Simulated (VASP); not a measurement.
# Y2GeS (I4/mmm) in VASP: further runs

Y2GeS is run at these levels: PBE; tasks: single point, relaxation of cell and atoms.

Everything below comes from runs of VASP 6.6.1. Logs are shortened: lines on timing, memory, paths and dates and some standing lists are left out, and cuts for length are marked.

### Step 1. The cell of the first run

The structure is tetragonal, space group I4/mmm (No. 139). Conventional cell: a = 4.783 Å, b = 4.783 Å, c = 7.709 Å, α = 90.00°, β = 90.00°, γ = 90.00°. Within 3.2 Å of Y (site symmetry mmm) lie 2 Ge at 2.39 Å and 2 S at 2.39 Å. Ge (site symmetry 4/mmm) has 4 Y at 2.39 Å within 3.2 Å. S (site symmetry 4/mmm) has 4 Y at 2.39 Å within 3.2 Å.

The cell was generated, and may not be a known phase.

### Step 2. Single point, PBE

INCAR

```
SYSTEM = Y2GeS
PREC     = Accurate       ! precision mode
ENCUT    = 520            ! plane-wave cutoff, eV
EDIFF    = 1E-6           ! SCF threshold, eV
ISMEAR   = 0              ! smearing method
SIGMA    = 0.1            ! smearing width, eV
LREAL    = .FALSE.        ! projectors in reciprocal space
LASPH    = .TRUE.         ! aspherical terms in the spheres
NELM     = 80             ! most SCF steps
ALGO     = Normal         ! electronic algorithm
ISIF     = 2              ! what is computed and relaxed
LWAVE    = .FALSE.        ! write WAVECAR
LCHARG   = .FALSE.        ! write CHGCAR
GGA      = PE             ! functional
NBANDS   = 29             ! bands
```

KPOINTS

```
Automatic mesh
0
G
  6 6 6
  0 0 0
```

POSCAR

```
Y2GeS
1.0
   -2.3914715800      2.3914715800      3.8546655100
    2.3914715800     -2.3914715800      3.8546655100
    2.3914715800      2.3914715800     -3.8546655100
Y Ge S
2 1 1
Direct
    0.5000000000      0.0000000000      0.5000000000
    0.0000000000      0.5000000000      0.5000000000
    0.5000000000      0.5000000000      0.0000000000
    0.0000000000      0.0000000000      0.0000000000
```

Potentials or basis: VASP PAW PBE potentials, release 64 (Y_sv, Ge_d, S).

Launch:

```bash
> cat potpaw_PBE.64/Y_sv/POTCAR potpaw_PBE.64/Ge_d/POTCAR potpaw_PBE.64/S/POTCAR > POTCAR
> mpirun -np 1 vasp_std > vasp.out
```

OUTCAR:

```text
SYSTEM = Y2GeS
   PREC = Accurate
   ENCUT = 520
   EDIFF = 1E-6
   ISMEAR = 0
   LREAL = .FALSE.
   LASPH = .TRUE.
   NELM = 80
   ISIF = 2
   GGA = PE

 ion  position               nearest neighbor table
   1  0.500  0.000  0.500-   3 2.39   4 2.39   3 2.39   4 2.39   2 3.38   2 3.38   2 3.38   2 3.38
                             2 3.85   2 3.85
   2  0.000  0.500  0.500-   3 2.39   4 2.39   4 2.39   3 2.39   1 3.38   1 3.38   1 3.38   1 3.38
                             1 3.85   1 3.85
   3  0.500  0.500  0.000-   1 2.39   2 2.39   1 2.39   2 2.39
   4  0.000  0.000  0.000-   1 2.39   2 2.39   2 2.39   1 2.39

  LATTYP: Found a body centered tetragonal cell.
 ALAT       =     4.7829431600
 C/A-ratio  =     1.6118383100

  Lattice vectors:

 A1 = (  -2.3914715800,   2.3914715800,   3.8546655100)
 A2 = (   2.3914715800,  -2.3914715800,   3.8546655100)
 A3 = (   2.3914715800,   2.3914715800,  -3.8546655100)

Analysis of symmetry for initial positions (statically):
=====================================================================
 Subroutine PRICEL returns:
 Original cell was already a primitive cell.

 Routine SETGRP: Setting up the symmetry group for a
 body centered tetragonal supercell.

 Subroutine GETGRP returns: Found 16 space group operations
 (whereof 16 operations were pure point group operations)
 out of a pool of 16 trial point group operations.

The static configuration has the point symmetry D_4h.

Analysis of symmetry for dynamics (positions and initial velocities):
=====================================================================
 Subroutine PRICEL returns:
 Original cell was already a primitive cell.

 Routine SETGRP: Setting up the symmetry group for a
 body centered tetragonal supercell.

 Subroutine GETGRP returns: Found 16 space group operations
 (whereof 16 operations were pure point group operations)
 out of a pool of 16 trial point group operations.

The dynamic configuration has the point symmetry D_4h.

 Subroutine INISYM returns: Found 16 space group operations
 (whereof 16 operations are pure point group operations),
 and found     1 'primitive' translations

----------------------------------------------------------------------------------------

                                     Primitive cell

  volume of cell :      88.1814

  direct lattice vectors                    reciprocal lattice vectors
    -2.391471580  2.391471580  3.854665510     0.000000000  0.209076288  0.129712941
     2.391471580 -2.391471580  3.854665510     0.209076288  0.000000000  0.129712941
     2.391471580  2.391471580 -3.854665510     0.209076288  0.209076288  0.000000000

  length of vectors
     5.128032647  5.128032647  5.128032647     0.246045405  0.246045405  0.295678522

  position of ions in fractional coordinates (direct lattice)
     0.500000000  0.000000000  0.500000000
     0.000000000  0.500000000  0.500000000
     0.500000000  0.500000000  0.000000000
     0.000000000  0.000000000  0.000000000

  ion indices of the primitive-cell ions
   primitive index   ion index
                 1           1
                 2           2
                 3           3
                 4           4

----------------------------------------------------------------------------------------

 KPOINTS: Automatic mesh

Automatic generation of k-mesh.
 Grid dimensions read from file:
 generate k-points for:    6    6    6

 Generating k-lattice:

  Cartesian coordinates                     Fractional coordinates (reciprocal lattice)
     0.000000000  0.034846048  0.021618824     0.166666667  0.000000000  0.000000000
     0.034846048  0.000000000  0.021618824     0.000000000  0.166666667  0.000000000
     0.034846048  0.034846048  0.000000000     0.000000000  0.000000000  0.166666667

  Length of vectors
     0.041007567  0.041007567  0.049279754

  Shift w.r.t. Gamma in fractional coordinates (k-lattice)
     0.000000000  0.000000000  0.000000000

 Subroutine IBZKPT returns following result:
 ===========================================

 Found     30 irreducible k-points:

 Following reciprocal coordinates:
            Coordinates               Weight
  0.000000  0.000000  0.000000      1.000000
  0.166667  0.000000  0.000000      8.000000
  0.333333 -0.000000  0.000000      8.000000
  0.500000 -0.000000  0.000000      4.000000
  0.166667  0.166667  0.000000      8.000000
  0.333333  0.166667  0.000000     16.000000
[... 16 lines left out ...]
 -0.333333 -0.333333  0.166667      8.000000
 -0.166667 -0.333333  0.166667      8.000000
 [... further k-points ...]
   k-points           NKPTS =     30   k-points in BZ     NKDIM =     30   number of bands    NBANDS=     29
   number of dos      NEDOS =    301   number of ions     NIONS =      4
   total plane-waves  NPLWV =  64000
   dimension x,y,z NGX =    40 NGY =   40 NGZ =   40
   dimension x,y,z NGXF=    80 NGYF=   80 NGZF=   80
   ions per type =               2   1   1
[... 28 lines left out ...]
   EFERMI_NEDOS =   21; number of points for ismear=-14 and -15
   IALGO  =     38    algorithm
   IMIX   =      4    mixing-type and parameters
     AMIX     =   0.40;   BMIX     =  1.00
     AMIX_MAG =   1.60;   BMIX_MAG =  1.00
  volume/ion in A,a.u.               =      22.05       148.77
  Fermi-wavevector in a.u.,A,eV,Ry     =   1.278495  2.416004 22.239380  1.634548
  Thomas-Fermi vector in A             =   2.411034
   LORBIT       =      0    0 simple, 1 ext, 2 COOP (PROOUT), +10 PAW based schemes
   GGA     = PE    functional components
   LHFCALC =     F    Hartree Fock is set to
   AEXX    =    0.0000 exact exchange contribution
   IVDW    =     0    specifies the selected vdW correction
   LEPSILON=     F    determine dielectric tensor
   LRPA    =     F    only Hartree local field effects (RPA)
 non-spin polarized calculation
 Gauss-broadening in eV      SIGMA  =   0.10
  energy-cutoff  :      520.00
  volume of cell :       88.18
 maximum number of plane-waves:      2400
 NGX is ok and might be reduce to    40
   NGX = 19   NGY = 19   NGZ = 19

 number of electron      42.0000002 magnetization

 Free energy of the ion-electron system (eV)
  ---------------------------------------------------
  ext. energy  EPLUGINS =         0.00000000
  ---------------------------------------------------
  free energy    TOTEN  =       -19.91787750 eV

  energy without entropy =      -19.90807936  energy(sigma->0) =      -19.91297843

 E-fermi :   4.8205     XC(G=0): -10.0942

 val. band max:        4.8184277262   @ k =  -0.3333  -0.3333   0.1667
 cond. band min:       4.8314260249   @ k =   0.1667   0.1667   0.0000
 fundamental gap:      0.0129982988
 Fermi energy:         4.8205357598

 k-point     1 :       0.0000    0.0000    0.0000
  band No.  band energies     occupation
      1     -36.7461      2.00000
      2     -36.6147      2.00000
      3     -19.0563      2.00000
      4     -18.9800      2.00000
      5     -18.9010      2.00000
      6     -18.9010      2.00000
[... 21 lines left out ...]
     28       9.1395      0.00000
     29      10.2450      0.00000

 k-point     2 :       0.1667    0.0000    0.0000
  band No.  band energies     occupation
      1     -36.7363      2.00000
      2     -36.6224      2.00000
      3     -19.1305      2.00000
      4     -18.9869      2.00000
      5     -18.9112      2.00000
      6     -18.9069      2.00000
[... 21 lines left out ...]
     28       9.4917      0.00000
     29       9.6074      0.00000

 k-point     3 :       0.3333   -0.0000    0.0000
  band No.  band energies     occupation
      1     -36.7102      2.00000
      2     -36.6444      2.00000
      3     -19.2802      2.00000
      4     -19.0004      2.00000
      5     -18.9239      2.00000
      6     -18.9185      2.00000
[... 21 lines left out ...]
     28       9.9204      0.00000
     29      10.5779      0.00000

 k-point     4 :       0.5000   -0.0000    0.0000
  band No.  band energies     occupation
      1     -36.6783      2.00000
      2     -36.6743      2.00000
      3     -19.3502      2.00000
      4     -19.0069      2.00000
      5     -18.9266      2.00000
      6     -18.9243      2.00000
[... 597 lines left out ...]
     28       9.8715      0.00000
     29      10.3718      0.00000

 k-point    23 :      -0.3333   -0.3333    0.1667
  band No.  band energies     occupation
      1     -36.7216      2.00000
      2     -36.6345      2.00000
      3     -19.1788      2.00000
      4     -18.9954      2.00000
      5     -18.9514      2.00000
      6     -18.9070      2.00000
[... 21 lines left out ...]
     28       9.1576      0.00000
     29      10.3824      0.00000

 k-point    24 :      -0.1667   -0.3333    0.1667
  band No.  band energies     occupation
      1     -36.7321      2.00000
      2     -36.6262      2.00000
      3     -19.1306      2.00000
      4     -18.9869      2.00000
      5     -18.9111      2.00000
      6     -18.9067      2.00000
[... 21 lines left out ...]
     28       9.0137      0.00000
     29       9.3217      0.00000

 [... further k-points ...]
[... 5 lines left out ...]
  --------------------------------------------------------------------------------------
  -------------------------------------------------------------------------------------
  Total       35.6332180     35.6332180      2.6514439      0.0000000      0.0000000     -0.0000000
  in kB      647.4235449    647.4235449     48.1743518      0.0000000      0.0000000     -0.0000000
  external PRESSURE =     447.6738139 kB  Pullay stress =       0.0000000 kB

 VOLUME and BASIS-vectors are now :
 -----------------------------------------------------------------------------
  energy-cutoff  :      520.00
  volume of cell :       88.18
      direct lattice vectors                 reciprocal lattice vectors
    -2.391471580  2.391471580  3.854665510     0.000000000  0.209076288  0.129712941
     2.391471580 -2.391471580  3.854665510     0.209076288  0.000000000  0.129712941
     2.391471580  2.391471580 -3.854665510     0.209076288  0.209076288  0.000000000

 POSITION                                       TOTAL-FORCE (eV/Angst)
 -----------------------------------------------------------------------------------
      0.00000      2.39147      0.00000        -0.000000     -0.000000     -0.000000
      2.39147      0.00000      0.00000        -0.000000      0.000000      0.000000
      0.00000      0.00000      3.85467         0.000000     -0.000000     -0.000000
      0.00000      0.00000      0.00000        -0.000000     -0.000000     -0.000000
 -----------------------------------------------------------------------------------
    total drift:                               -0.000000     -0.000000      0.000000

  FREE ENERGIE OF THE ION-ELECTRON SYSTEM (eV)
  ---------------------------------------------------
  free  energy   TOTEN  =       -19.9178774996 eV

  energy  without entropy=      -19.9080793630  energy(sigma->0) =      -19.91297843
```

It took 40 s on 1 thread of Intel Xeon 6975P-C (Granite Rapids), shared host; peak memory 0.3 GiB.

What came out:

```yaml
Free_energy: -19.9179 eV
Pressure: 44.8 GPa
Band_gap_on_the_k_mesh: zero (bands 21 and 22 overlap by 1.96 eV)
```

Stress tensor (GPa, compression positive):
```
64.74  0.00  0.00
 0.00 64.74  0.00
 0.00  0.00  4.82
```

Levels at points of the mesh, in eV from the Fermi level:
| k point | band 18 | band 19 | band 20 | band 21 | band 22 | band 23 | band 24 | band 25 |
| --- | --- | --- | --- | --- | --- | --- | --- | --- |
| (0.00, 0.00, 0.00) | -2.00 | -1.19 | -1.13 | -0.31 | -0.31 | 0.50 | 2.33 | 2.33 |
| (0.50, 0.00, 0.00) | -2.76 | -2.43 | -1.70 | -0.66 | 1.44 | 1.72 | 1.90 | 1.90 |
| (0.50, 0.50, 0.00) | -4.57 | -2.45 | -2.39 | -1.73 | 0.31 | 2.06 | 4.02 | 4.35 |
| (0.50, 0.50, 0.50) | -2.25 | -0.87 | 0.28 | 1.39 | 1.80 | 1.80 | 1.99 | 1.99 |

Caveat: the stress differs along the axes, from 5 to 65 GPa.

### Step 3. Single point, PBE

This run uses another cell than the first one, of 35.71 Å³/atom.

INCAR

```
PREC     = Accurate       # precision mode
ENCUT    = 520            # plane-wave cutoff, eV
EDIFF    = 1E-6           # SCF threshold, eV
ISMEAR   = 0              # smearing method
SIGMA    = 0.1            # smearing width, eV
LREAL    = False          # projectors in reciprocal space
LASPH    = True           # aspherical terms in the spheres
NELM     = 100            # most SCF steps
ALGO     = Normal         # electronic algorithm
ISIF     = 2              # what is computed and relaxed
LWAVE    = False          # write WAVECAR
LCHARG   = True           # write CHGCAR
GGA      = PE             # functional
LELF     = True           # ELF
LVHAR    = True         
NBANDS   = 29             # bands
```

KPOINTS

```
Automatic mesh
0
Gamma
  6 6 6
```

POSCAR

```
Y2GeS
1.0
   -2.7486309374      2.7486309374      4.7262086559
    2.7486309374     -2.7486309374      4.7262086559
    2.7486309374      2.7486309374     -4.7262086559
Y Ge S
2 1 1
Direct
    0.5000000000      0.0000000000      0.5000000000
    0.0000000000      0.5000000000      0.5000000000
    0.5000000000      0.5000000000      0.0000000000
    0.0000000000      0.0000000000      0.0000000000
```

Potentials or basis: VASP PAW PBE potentials, release 64 (Y_sv, Ge_d, S).

Launch:

```bash
> cat potpaw_PBE.64/Y_sv/POTCAR potpaw_PBE.64/Ge_d/POTCAR potpaw_PBE.64/S/POTCAR > POTCAR
> mpirun -np 1 vasp_std > vasp.out
```

It took 2 min on 1 thread of Intel Xeon 6975P-C (Granite Rapids), shared host; peak memory 0.41 GiB.

The run converged. Its results:

| Quantity | Value |
| --- | --- |
| Free energy | -24.5147 eV |
| Pressure | -0.1 GPa |
| Band gap on the k mesh | zero (bands 21 and 22 overlap by 0.96 eV) |

Stress tensor (GPa, compression positive):
```
-0.20  0.00  0.00
 0.00 -0.20  0.00
 0.00  0.00 -0.01
```

Levels at points of the mesh, in eV from the Fermi level:
| k point | band 18 | band 19 | band 20 | band 21 | band 22 | band 23 | band 24 | band 25 |
| --- | --- | --- | --- | --- | --- | --- | --- | --- |
| (0.00, 0.00, 0.00) | -2.48 | -0.52 | -0.18 | 0.48 | 0.48 | 0.48 | 0.83 | 0.83 |
| (0.50, 0.00, 0.00) | -2.89 | -1.97 | -0.94 | -0.74 | 1.02 | 1.35 | 1.59 | 1.63 |
| (0.50, 0.50, 0.00) | -3.15 | -1.87 | -1.79 | -1.09 | 0.57 | 1.73 | 2.82 | 2.90 |
| (0.50, 0.50, 0.50) | -3.00 | -0.09 | -0.07 | 0.71 | 0.71 | 1.12 | 1.35 | 1.35 |

### Step 4. Relaxation of cell and atoms, PBE

INCAR

```
PREC = Accurate
ENCUT = 600
EDIFF = 1E-7
ISMEAR = 0
SIGMA = 0.1
LREAL = False
LASPH = True
NELM = 60
ALGO = Normal
ISIF = 3
LWAVE = False
LCHARG = False
GGA = PE
IBRION = 2
NSW = 90
EDIFFG = -0.04
```

KPOINTS

```
regular mesh
0
Gamma
  6 6 6
```

POSCAR

```
Y2GeS
1.0
   -2.3914715800      2.3914715800      3.8546655100
    2.3914715800     -2.3914715800      3.8546655100
    2.3914715800      2.3914715800     -3.8546655100
Y Ge S
2 1 1
Direct
    0.5000000000      0.0000000000      0.5000000000
    0.0000000000      0.5000000000      0.5000000000
    0.5000000000      0.5000000000      0.0000000000
    0.0000000000      0.0000000000      0.0000000000
```

Launch:

```bash
> cat potpaw_PBE.64/Y_sv/POTCAR potpaw_PBE.64/Ge_d/POTCAR potpaw_PBE.64/S/POTCAR > POTCAR
> mpirun -np 1 vasp_std > vasp.out
```

Wall time 9.7 min (1 thread of Intel Xeon 6975P-C (Granite Rapids), shared host); peak memory 0.35 GiB.

It converged, with:

- Free energy: -24.5008 eV
- Relaxed volume: 35.28 Å³/atom
- Relaxed cell: a = 6.080 Å, b = 6.080 Å, c = 6.080 Å, α = 126.30°, β = 126.30°, γ = 79.39°
- Space group after relaxing (to 0.1 Å): I4/mmm (No. 139)
- Energy gained by relaxing: 1145.5 meV/atom
- Ionic steps: 12
- Pressure after relaxing: 0.0 GPa
- Band gap on the k mesh: zero (bands 21 and 22 overlap by 0.96 eV)

The path:
```tsv
step	energy change (eV)	largest force (eV/Å)	pressure (GPa)	volume (Å³)
1	0.0000	0.0000	44.78	88.18
2	-0.2479	0.0000	-9.80	186.06
3	-4.3510	0.0000	-2.16	123.95
4	-4.4045	0.0000	-0.60	120.88
5	-4.4168	0.0000	0.80	118.50
6	-4.4162	0.0000	0.40	119.16
7	-4.4449	0.0000	0.21	121.23
8	-4.5152	0.0000	-0.20	127.45
9	-4.5770	0.0000	-0.54	139.84
10	-4.5789	0.0000	-0.55	142.06
11	-4.5086	0.0000	2.94	136.64
12	-4.5822	0.0000	0.00	141.11
```

Final structure:
```
CELL_PARAMETERS angstrom
-2.74594 2.74594 4.67844
2.74594 -2.74594 4.67844
2.74594 2.74594 -4.67844
ATOMIC_POSITIONS crystal
Y 0.50000 0.00000 0.50000
Y 0.00000 0.50000 0.50000
Ge 0.50000 0.50000 0.00000
S 0.00000 0.00000 0.00000
```

Levels at points of the mesh, in eV from the Fermi level:
```csv
k point,band 18,band 19,band 20,band 21,band 22,band 23,band 24,band 25
"(0.00, 0.00, 0.00)",-2.46,-0.54,-0.19,0.46,0.46,0.49,0.84,0.84
"(0.50, 0.00, 0.00)",-2.89,-1.98,-0.95,-0.73,1.02,1.36,1.60,1.64
"(0.50, 0.50, 0.00)",-3.15,-1.88,-1.80,-1.08,0.55,1.71,2.83,3.27
"(0.50, 0.50, 0.50)",-2.99,-0.08,-0.05,0.71,0.71,1.09,1.38,1.38
```

Caveat: the volume moved by over 15 % at a fixed basis, so the end points are rough.

### Step 5. Single point, PBE

This run uses another cell than the first one, of 35.61 Å³/atom.

INCAR

```
SYSTEM = Y2GeS
PREC = Accurate
ENCUT = 520
EDIFF = 1E-6
ISMEAR = 0
SIGMA = 0.1
LREAL = .False.
LASPH = .True.
NELM = 60
ALGO = Normal
ISIF = 2
LWAVE = .False.
LCHARG = .False.
GGA = PE
NBANDS = 29
```

KPOINTS

```
regular mesh
0
Gamma
  12 12 12
  0 0 0
```

POSCAR

```
Y2GeS
1.0
   -2.7445927176      2.7445927176      4.7277556028
    2.7445927176     -2.7445927176      4.7277556028
    2.7445927176      2.7445927176     -4.7277556028
Y Ge S
2 1 1
Direct
    0.5000000000      0.0000000000      0.5000000000
    0.0000000000      0.5000000000      0.5000000000
    0.5000000000      0.5000000000      0.0000000000
    0.0000000000      0.0000000000      0.0000000000
```

Launch:

```bash
> cat potpaw_PBE.64/Y_sv/POTCAR potpaw_PBE.64/Ge_d/POTCAR potpaw_PBE.64/S/POTCAR > POTCAR
> mpirun -np 1 vasp_std > vasp.out
```

Run time: 7 min. Hardware: 1 thread of Intel Xeon 6975P-C (Granite Rapids), shared host; peak memory 0.85 GiB.

Results (log left out):

| Property | Result |
| --- | --- |
| Free energy | -24.5233 eV |
| Pressure | -0.1 GPa |
| Band gap on the k mesh | zero (bands 21 and 22 overlap by 0.96 eV) |

Levels at points of the mesh, in eV from the Fermi level:
```
           k point  band 18  band 19  band 20  band 21  band 22  band 23  band 24  band 25
(0.00, 0.00, 0.00)    -2.54    -0.58    -0.26     0.40     0.42     0.42     0.75     0.75
(0.50, 0.00, 0.00)    -2.96    -2.05    -1.02    -0.81     0.97     1.30     1.54     1.58
(0.50, 0.50, 0.00)    -3.22    -1.96    -1.88    -1.17     0.52     1.68     2.78     2.85
(0.50, 0.50, 0.50)    -3.06    -0.16    -0.14     0.63     0.63     1.09     1.30     1.30
```

### Step 6. Overview

```csv
task,cell,k mesh,cutoff (eV),gap on the mesh (eV),pressure (GPa)
single point,"a = 5.128 Å, angles 124.4, 124.4, 82.5°, 4 atoms",6 × 6 × 6,520,none,44.8
single point,"a = 6.119 Å, angles 126.6, 126.6, 78.9°, 4 atoms",6 × 6 × 6,520,none,-0.1
relaxation of cell and atoms,"relaxed from a = 5.128 Å, angles 124.4, 124.4, 82.5°, 4 atoms",6 × 6 × 6,600,none,0.0
single point,"a = 6.117 Å, angles 126.7, 126.7, 78.8°, 4 atoms",12 × 12 × 12,520,none,-0.1
```

Alike in all rows: level PBE; potentials or basis VASP PAW PBE potentials, release 64 (Y_sv, Ge_d, S); no spin polarisation; smearing gaussian 0.1 eV.

Caveats: the stress differs along the axes, from 5 to 65 GPa (at least some runs); the volume moved by over 15 % at a fixed basis, so the end points are rough (at least some runs).

Absolute energies hang on the potentials; compare differences alone.

The gap in the log of VASP goes by the Fermi energy; the results here count the filled bands.